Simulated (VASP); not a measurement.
A run of VASP 6.6.1 is set up as follows.

File INCAR:

```
SYSTEM = Ga
ALGO = Normal
EDIFF = 1E-6
EDIFFG = -0.04
ENCUT = 600
GGA = PE
IBRION = 2
ISIF = 3
ISMEAR = 0
LASPH = .TRUE.
LCHARG = .FALSE.
LREAL = .FALSE.
LWAVE = .FALSE.
NELM = 60
NSW = 90
PREC = Accurate
SIGMA = 0.1
```

KPOINTS

```
k-points
0
G
  4 4 4
  0 0 0
```

Contents of POSCAR:

```
Ga
1.0
    3.9202536200      0.0000000000      0.0000000000
    0.0000000000      3.9202536200      0.0000000000
    0.0000000000      0.0000000000      3.9202536200
Ga
3
Direct
    0.0000000000      0.5000000000      0.5000000000
    0.5000000000      0.0000000000      0.5000000000
    0.5000000000      0.5000000000      0.0000000000
```

Potentials or basis: VASP PAW PBE potentials, release 64 (Ga_d).

Run with:

```console
$ cat potpaw_PBE.64/Ga_d/POTCAR > POTCAR
$ mpirun -np 1 vasp_std > vasp.out
```

Q: Predict the relaxed cell.

A: a = 3.942 Å, b = 3.942 Å, c = 3.942 Å, α = 90.00°, β = 90.00°, γ = 90.00°.

Q: Predict the space group after relaxing (to 0.05 Å).

A: Pm-3m (No. 221).

Q: Estimate the relaxed volume.

A: 20.43 Å³/atom.

Final structure:
```yaml
crystal:
  lattice:
    - [3.94244, 0.00000, 0.00000]
    - [0.00000, 3.94244, 0.00000]
    - [0.00000, 0.00000, 3.94244]
  atoms:
    - { symbol: Ga, position: [0.00000, 0.50000, 0.50000] }
    - { symbol: Ga, position: [0.50000, 0.00000, 0.50000] }
    - { symbol: Ga, position: [0.50000, 0.50000, 0.00000] }
```

Caveat: the k points lie up to 0.40 Å⁻¹ apart in the final cell.
